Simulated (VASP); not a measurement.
# HfN (Fm-3m) in VASP: settings compared

Aim: see how the results for HfN move with the level of theory and the settings. Levels: LDA, PBEsol, r2SCAN. Tasks: relaxation of cell and atoms.

Everything below comes from runs of VASP 6.6.1. Logs are shortened: lines on timing, memory, paths and dates and some standing lists are left out, and cuts for length are marked.

### Step 1. The cell of the first run

The structure is cubic, space group Fm-3m (No. 225). Conventional cell: a = 4.530 Å, b = 4.530 Å, c = 4.530 Å, α = 90.00°, β = 90.00°, γ = 90.00°. Within 3.0 Å of Hf (site symmetry m-3m) lie 6 N at 2.27 Å. Within 3.0 Å of N (site symmetry m-3m) lie 6 Hf at 2.27 Å.

### Step 2. Relaxation of cell and atoms, LDA

File INCAR:

```
SYSTEM = HfN
PREC = Accurate
ENCUT = 600
EDIFF = 1E-7
ISMEAR = 0
SIGMA = 0.1
LREAL = .FALSE.
LASPH = .TRUE.
NELM = 100
ALGO = Normal
ISIF = 3
LWAVE = .FALSE.
LCHARG = .FALSE.
GGA = CA
IBRION = 2
NSW = 80
EDIFFG = -0.005
```

File KPOINTS:

```
regular mesh
0
G
  16 16 16
  0 0 0
```

File POSCAR:

```
HfN
1.0
    0.0000000000      2.2650000000      2.2650000000
    2.2650000000      0.0000000000      2.2650000000
    2.2650000000      2.2650000000      0.0000000000
Hf N
1 1
Direct
    0.0000000000      0.0000000000      0.0000000000
    0.5000000000      0.5000000000      0.5000000000
```

Potentials or basis: VASP PAW LDA potentials, release 64 (Hf_pv, N).

Started as:

```bash
$ cat potpaw_LDA.64/Hf_pv/POTCAR potpaw_LDA.64/N/POTCAR > POTCAR
$ mpirun -np 1 vasp_std > vasp.out
```

OUTCAR:

```text
SYSTEM = HfN
   PREC = Accurate
   ENCUT = 600
   EDIFF = 1E-7
   ISMEAR = 0
   LREAL = .FALSE.
   LASPH = .TRUE.
   NELM = 100
   ISIF = 3
   GGA = CA
   IBRION = 2
   NSW = 80
   EDIFFG = -0.005

 ion  position               nearest neighbor table
   1  0.000  0.000  0.000-   2 2.27   2 2.27   2 2.27   2 2.27   2 2.27   2 2.27
   2  0.500  0.500  0.500-   1 2.27   1 2.27   1 2.27   1 2.27   1 2.27   1 2.27

  LATTYP: Found a face centered cubic cell.
 ALAT       =     4.5300000000

  Lattice vectors:

 A1 = (   0.0000000000,   2.2650000000,   2.2650000000)
 A2 = (   2.2650000000,   0.0000000000,   2.2650000000)
 A3 = (   2.2650000000,   2.2650000000,   0.0000000000)

Analysis of symmetry for initial positions (statically):
=====================================================================
 Subroutine PRICEL returns:
 Original cell was already a primitive cell.

 Routine SETGRP: Setting up the symmetry group for a
 face centered cubic supercell.

 Subroutine GETGRP returns: Found 48 space group operations
 (whereof 48 operations were pure point group operations)
 out of a pool of 48 trial point group operations.

The static configuration has the point symmetry O_h .

Analysis of symmetry for dynamics (positions and initial velocities):
=====================================================================
 Subroutine PRICEL returns:
 Original cell was already a primitive cell.

 Routine SETGRP: Setting up the symmetry group for a
 face centered cubic supercell.

 Subroutine GETGRP returns: Found 48 space group operations
 (whereof 48 operations were pure point group operations)
 out of a pool of 48 trial point group operations.

The dynamic configuration has the point symmetry O_h .

 Subroutine INISYM returns: Found 48 space group operations
 (whereof 48 operations are pure point group operations),
 and found     1 'primitive' translations

----------------------------------------------------------------------------------------

                                     Primitive cell

  volume of cell :      23.2399

  direct lattice vectors                    reciprocal lattice vectors
     0.000000000  2.265000000  2.265000000    -0.220750552  0.220750552  0.220750552
     2.265000000  0.000000000  2.265000000     0.220750552 -0.220750552  0.220750552
     2.265000000  2.265000000  0.000000000     0.220750552  0.220750552 -0.220750552

[... 96 lines left out ...]
   EMIN   =  10.00;   EMAX   =-10.00  energy-range for DOS
   EFERMI =   0.00;   METHOD = LEGACY
   ISMEAR =     0;   SIGMA  =   0.10  broadening in eV -4-tet -1-fermi 0-gaus
   EFERMI_NEDOS =   21; number of points for ismear=-14 and -15
   IALGO  =     38    algorithm
   IMIX   =      4    mixing-type and parameters
     AMIX     =   0.40;   BMIX     =  1.00
     AMIX_MAG =   1.60;   BMIX_MAG =  1.00
  volume/ion in A,a.u.               =      11.62        78.42
  Fermi-wavevector in a.u.,A,eV,Ry     =   1.414796  2.673576 27.234057  2.001647
  Thomas-Fermi vector in A             =   2.536301
   LORBIT       =      0    0 simple, 1 ext, 2 COOP (PROOUT), +10 PAW based schemes
   GGA     = CA    functional components
   LHFCALC =     F    Hartree Fock is set to
   AEXX    =    0.0000 exact exchange contribution
   IVDW    =     0    specifies the selected vdW correction
   LEPSILON=     F    determine dielectric tensor
   LRPA    =     F    only Hartree local field effects (RPA)
 conjugate gradient relaxation of ions
 non-spin polarized calculation
 Gauss-broadening in eV      SIGMA  =   0.10
  energy-cutoff  :      600.00
  volume of cell :       23.24
 maximum number of plane-waves:       791
 NGX is ok and might be reduce to    28
   NGX = 13   NGY = 13   NGZ = 13

--------------------------------------- Ionic step        1  -------------------------------------------

 number of electron      15.0000001 magnetization

 Free energy of the ion-electron system (eV)
  ---------------------------------------------------
  ext. energy  EPLUGINS =         0.00000000
  ---------------------------------------------------
  free energy    TOTEN  =       -23.83140155 eV

  energy without entropy =      -23.82828908  energy(sigma->0) =      -23.82984531

------------------------ aborting loop because EDIFF is reached ----------------------------------------

  FORCE on cell =-STRESS in cart. coord.  units (eV):
  Direction    XX          YY          ZZ          XY          YZ          ZX
  --------------------------------------------------------------------------------------
  -------------------------------------------------------------------------------------
  Total       -1.8458182     -1.8458182     -1.8458182     -0.0000000      0.0000000      0.0000000
  in kB     -127.2520786   -127.2520786   -127.2520786     -0.0000000      0.0000000      0.0000000
  external PRESSURE =    -127.2520786 kB  Pullay stress =       0.0000000 kB
[... 95 lines left out ...]
--------------------------------------- Ionic step        4  -------------------------------------------

 number of electron      15.0000001 magnetization

 Free energy of the ion-electron system (eV)
  ---------------------------------------------------
  ext. energy  EPLUGINS =         0.00000000
  ---------------------------------------------------
  free energy    TOTEN  =       -23.87420420 eV

  energy without entropy =      -23.87114379  energy(sigma->0) =      -23.87267400

 E-fermi :   8.5317     XC(G=0): -13.1739

 val. band max:        8.5304242818   @ k =  -0.1250   0.0625   0.0000
 cond. band min:       8.5434641369   @ k =   0.3750   0.1250   0.0000
 fundamental gap:      0.0130398551
 Fermi energy:         8.5317422745

 k-point     1 :       0.0000    0.0000    0.0000
  band No.  band energies     occupation
      1     -22.2520      2.00000
      2     -22.2520      2.00000
      3     -22.2520      2.00000
      4      -8.9140      2.00000
      5       5.5474      2.00000
      6       5.5474      2.00000
      7       5.5474      2.00000
      8       8.1246      2.00000
      9       8.1246      2.00000
     10       8.1246      2.00000
     11      10.5381      0.00000
[... 309 lines left out ...]
 k-point    24 :      -0.0625    0.0625    0.0000
  band No.  band energies     occupation
      1     -22.3663      2.00000
      2     -22.2802      2.00000
      3     -22.2538      2.00000
      4      -8.6519      2.00000
      5       4.5058      2.00000
      6       4.8283      2.00000
      7       5.1693      2.00000
      8       8.3061      1.99859
      9       8.3168      1.99763
     10       8.7818      0.00041
     11      10.8003      0.00000

 [... further k-points ...]
[... 5 lines left out ...]
  --------------------------------------------------------------------------------------
  -------------------------------------------------------------------------------------
  Total       -0.0059547     -0.0059547     -0.0059547     -0.0000000      0.0000000      0.0000000
  in kB       -0.4296022     -0.4296022     -0.4296022     -0.0000000      0.0000000      0.0000000
  external PRESSURE =      -0.4296022 kB  Pullay stress =       0.0000000 kB
[... 17 lines left out ...]
  FREE ENERGIE OF THE ION-ELECTRON SYSTEM (eV)
  ---------------------------------------------------
  free  energy   TOTEN  =       -23.8742041980 eV

  energy  without entropy=      -23.8711437945  energy(sigma->0) =      -23.87267400

 reached required accuracy - stopping structural energy minimisation
```

OSZICAR:

```text
N       E                     dE             d eps       ncg     rms          rms(c)
DAV:   1     0.415639054138E+02    0.41564E+02   -0.89856E+03  3190   0.144E+03
DAV:   2    -0.245413438576E+02   -0.66105E+02   -0.62341E+02  4317   0.257E+02
DAV:   3    -0.267949583762E+02   -0.22536E+01   -0.22314E+01  4146   0.402E+01
DAV:   4    -0.268140164399E+02   -0.19058E-01   -0.18896E-01  3852   0.363E+00
[... 32 lines left out ...]
DAV:   1    -0.238742869814E+02   -0.12313E-03   -0.22989E-03  3196   0.508E-01    0.164E-01
DAV:   2    -0.238742238484E+02    0.63133E-04   -0.11205E-04  3322   0.103E-01    0.749E-02
DAV:   3    -0.238742050878E+02    0.18761E-04   -0.39703E-05  3552   0.623E-02    0.506E-02
DAV:   4    -0.238742042893E+02    0.79853E-06   -0.25892E-06  3932   0.156E-02    0.315E-02
DAV:   5    -0.238742041980E+02    0.91260E-07   -0.32552E-07  3538   0.439E-03
   4 F= -.23874204E+02 E0= -.23872674E+02  d E =-.428027E-01
```

It took 2.2 min on 1 thread of Intel Xeon 6975P-C (Granite Rapids), shared host; peak memory 0.19 GiB.

Results:

```
Free energy                            : -23.8742 eV
Relaxed volume                         : 11.10 Å³/atom
Relaxed cell                           : a = 3.155 Å, b = 3.155 Å, c = 3.155 Å, α = 60.00°, β = 60.00°, γ = 60.00°
Space group after relaxing (to 0.05 Å) : Fm-3m (No. 225)
Energy gained by relaxing              : 21.4 meV/atom
Ionic steps                            : 4
Pressure after relaxing                : 0.0 GPa
```

Step by step:
| step | energy change (eV) | largest force (eV/Å) | pressure (GPa) | volume (Å³) |
| --- | --- | --- | --- | --- |
| 1 | 0.0000 | 0.0000 | -12.73 | 23.24 |
| 2 | 0.1474 | 0.0000 | 34.20 | 20.27 |
| 3 | -0.0428 | 0.0000 | -0.44 | 22.24 |
| 4 | -0.0428 | 0.0000 | -0.04 | 22.21 |

Final structure:
```
CELL_PARAMETERS angstrom
0.00000 2.23096 2.23096
2.23096 0.00000 2.23096
2.23096 2.23096 0.00000
ATOMIC_POSITIONS crystal
Hf 0.00000 0.00000 0.00000
N 0.50000 0.50000 0.50000
```

Caveat: spin-orbit coupling is left out, which moves the levels of the heavy elements.

### Step 3. Relaxation of cell and atoms, PBEsol

Edit INCAR of step 2 so:

```diff
@@ -8,3 +8,3 @@
 LASPH = .TRUE.
-NELM = 100
+NELM = 80
 ALGO = Normal
@@ -13,3 +13,3 @@
 LCHARG = .FALSE.
-GGA = CA
+GGA = PS
 IBRION = 2
```

KPOINTS is that of step 2.

POSCAR is that of step 2.

Potentials or basis: VASP PAW PBE potentials, release 64 (Hf_pv, N).

Started as:

```bash
$ cat potpaw_PBE.64/Hf_pv/POTCAR potpaw_PBE.64/N/POTCAR > POTCAR
$ mpirun -np 1 vasp_std > vasp.out
```

OUTCAR:

```text
SYSTEM = HfN
   PREC = Accurate
   ENCUT = 600
   EDIFF = 1E-7
   ISMEAR = 0
   LREAL = .FALSE.
   LASPH = .TRUE.
   NELM = 80
   ISIF = 3
   GGA = PS
   IBRION = 2
   NSW = 80
   EDIFFG = -0.005

 ion  position               nearest neighbor table
   1  0.000  0.000  0.000-   2 2.27   2 2.27   2 2.27   2 2.27   2 2.27   2 2.27
   2  0.500  0.500  0.500-   1 2.27   1 2.27   1 2.27   1 2.27   1 2.27   1 2.27

  LATTYP: Found a face centered cubic cell.
 ALAT       =     4.5300000000

  Lattice vectors:

 A1 = (   0.0000000000,   2.2650000000,   2.2650000000)
 A2 = (   2.2650000000,   0.0000000000,   2.2650000000)
 A3 = (   2.2650000000,   2.2650000000,   0.0000000000)

Analysis of symmetry for initial positions (statically):
=====================================================================
 Subroutine PRICEL returns:
 Original cell was already a primitive cell.

 Routine SETGRP: Setting up the symmetry group for a
 face centered cubic supercell.

 Subroutine GETGRP returns: Found 48 space group operations
 (whereof 48 operations were pure point group operations)
 out of a pool of 48 trial point group operations.

The static configuration has the point symmetry O_h .

Analysis of symmetry for dynamics (positions and initial velocities):
[... 169 lines left out ...]
  Total       -1.0755402     -1.0755402     -1.0755402      0.0000000      0.0000000      0.0000000
  in kB      -74.1485420    -74.1485420    -74.1485420      0.0000000      0.0000000      0.0000000
  external PRESSURE =     -74.1485420 kB  Pullay stress =       0.0000000 kB
[... 95 lines left out ...]
--------------------------------------- Ionic step        4  -------------------------------------------

 number of electron      15.0000002 magnetization

 Free energy of the ion-electron system (eV)
  ---------------------------------------------------
  ext. energy  EPLUGINS =         0.00000000
  ---------------------------------------------------
  free energy    TOTEN  =       -22.99887647 eV

  energy without entropy =      -22.99593238  energy(sigma->0) =      -22.99740442

 E-fermi :   8.3606     XC(G=0): -12.9938

 val. band max:        8.3484151785   @ k =  -0.4375   0.3125   0.1250
 cond. band min:       8.3615910232   @ k =  -0.1250   0.0625   0.0000
 fundamental gap:      0.0131758447
 Fermi energy:         8.3606272096

 k-point     1 :       0.0000    0.0000    0.0000
  band No.  band energies     occupation
      1     -22.6170      2.00000
      2     -22.6170      2.00000
      3     -22.6170      2.00000
      4      -9.1829      2.00000
      5       5.3639      2.00000
      6       5.3639      2.00000
      7       5.3639      2.00000
      8       7.9859      2.00000
      9       7.9859      2.00000
     10       7.9859      2.00000
     11      10.3655      0.00000
[... 309 lines left out ...]
 k-point    24 :      -0.0625    0.0625    0.0000
  band No.  band energies     occupation
      1     -22.7222      2.00000
      2     -22.6432      2.00000
      3     -22.6189      2.00000
      4      -8.9336      2.00000
      5       4.3220      2.00000
      6       4.6706      2.00000
      7       4.9958      2.00000
      8       8.1640      1.99456
      9       8.1646      1.99444
     10       8.6235      0.00020
     11      10.5179      0.00000

 [... further k-points ...]
[... 5 lines left out ...]
  --------------------------------------------------------------------------------------
  -------------------------------------------------------------------------------------
  Total        0.0045341      0.0045341      0.0045341      0.0000000      0.0000000     -0.0000000
  in kB        0.3211362      0.3211362      0.3211362      0.0000000      0.0000000     -0.0000000
  external PRESSURE =       0.3211362 kB  Pullay stress =       0.0000000 kB
[... 17 lines left out ...]
  FREE ENERGIE OF THE ION-ELECTRON SYSTEM (eV)
  ---------------------------------------------------
  free  energy   TOTEN  =       -22.9988764664 eV

  energy  without entropy=      -22.9959323762  energy(sigma->0) =      -22.99740442

 reached required accuracy - stopping structural energy minimisation
```

OSZICAR:

```text
N       E                     dE             d eps       ncg     rms          rms(c)
DAV:   1     0.433033409767E+02    0.43303E+02   -0.89901E+03  3190   0.144E+03
DAV:   2    -0.231312786918E+02   -0.66435E+02   -0.62435E+02  4217   0.274E+02
[... 34 lines left out ...]
   3 F= -.22998873E+02 E0= -.22997400E+02  d E =-.146369E-01
       N       E                     dE             d eps       ncg     rms          rms(c)
DAV:   1    -0.229988907540E+02   -0.18085E-04   -0.40102E-04  3241   0.206E-01    0.681E-02
DAV:   2    -0.229988796653E+02    0.11089E-04   -0.18444E-05  3325   0.422E-02    0.313E-02
DAV:   3    -0.229988764655E+02    0.31998E-05   -0.71087E-06  3532   0.264E-02    0.195E-02
DAV:   4    -0.229988764664E+02   -0.90222E-09   -0.38682E-07  3926   0.660E-03
   4 F= -.22998876E+02 E0= -.22997404E+02  d E =-.146407E-01
```

Wall time 2.2 min (1 thread of Intel Xeon 6975P-C (Granite Rapids), shared host); peak memory 0.21 GiB.

What came out:

```yaml
Free_energy: -22.9989 eV
Relaxed_volume: 11.31 Å³/atom
Relaxed_cell: a = 3.174 Å, b = 3.174 Å, c = 3.174 Å, α = 60.00°, β = 60.00°, γ = 60.00°
Space_group_after_relaxing_to_0.05_Å: Fm-3m (No. 225)
Energy_gained_by_relaxing: 7.3 meV/atom
Ionic_steps: 4
Pressure_after_relaxing: 0.0 GPa
```

The path:
```tsv
step	energy change (eV)	largest force (eV/Å)	pressure (GPa)	volume (Å³)
1	0.0000	0.0000	-7.41	23.24
2	0.0434	0.0000	17.01	21.48
3	-0.0146	0.0000	-0.13	22.63
4	-0.0146	0.0000	0.03	22.62
```

Final structure:
```
Hf N
1.0
     0.00000    2.24471    2.24471
     2.24471    0.00000    2.24471
     2.24471    2.24471    0.00000
Hf N
1 1
Cartesian
  2.2447 2.2447 0.0000
  2.2447 2.2447 2.2447
```

Levels at points of the mesh, in eV from the Fermi level:
| k point | band 5 | band 6 | band 7 | band 8 | band 9 | band 10 | band 11 |
| --- | --- | --- | --- | --- | --- | --- | --- |
| (0.00, 0.00, 0.00) | -3.00 | -3.00 | -3.00 | -0.37 | -0.37 | -0.37 | 2.00 |
| (0.50, 0.00, 0.00) | -9.01 | -6.26 | -6.26 | 3.39 | 3.82 | 3.82 | 4.52 |
| (0.50, 0.50, 0.00) | -5.38 | -3.92 | -3.66 | -3.66 | 4.20 | 5.71 | 5.71 |

Caveat: the PAW data sets were made with another functional, which shifts forces and pressure a little; spin-orbit coupling is left out, which moves the levels of the heavy elements.

(Continued in part 2 of 2.)
